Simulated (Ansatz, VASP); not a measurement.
## As in VASP and in Ansatz

```xyz
4
Lattice="1.8653 -5.4398 0.0000 1.8653 5.4398 0.0000 0.0000 0.0000 4.2766" Properties=species:S:1:pos:R:3 pbc="T T T"
As    1.8653    4.2212    4.0403
As    1.8653   -1.2185    2.3746
As    1.8653   -4.2212    0.2363
As    1.8653    1.2185    1.9020
```

Alike in both runs: functional PBEsol; k mesh 10 × 10 × 8; occupations gaussian, width 0.01 eV; no spin polarisation.

Ansatz relaxed the structure, and its values are those at the end. VASP's run is a single point on that final structure, the one shown.

|  | VASP | Ansatz |
| --- | --- | --- |
| version | VASP 6.6.1 | Ansatz 0.2.0 |
| potentials or method | VASP PAW PBE potentials, release 64 (As), cutoff 520 eV | scalar-relativistic, plane waves, PAW |
| valence electrons in the cell | 20 | 60 |

|  | VASP | Ansatz | Ansatz less VASP |
| --- | --- | --- | --- |
| gap on the k mesh at the Fermi level (eV) | none | none | - |
| pressure (GPa) | 0.4 | 0.0 | -0.43 |
| rms of the force components (eV/Å) | 0.043 | 0.001 | -0.0420 |

VASP's potentials were made for PBE, not for PBEsol. A gap of «none» marks a metal or a gap that the smearing closes. VASP's potentials hold 20 valence electrons a cell and Ansatz's 60, so a difference there can come from the potentials and not from the codes.
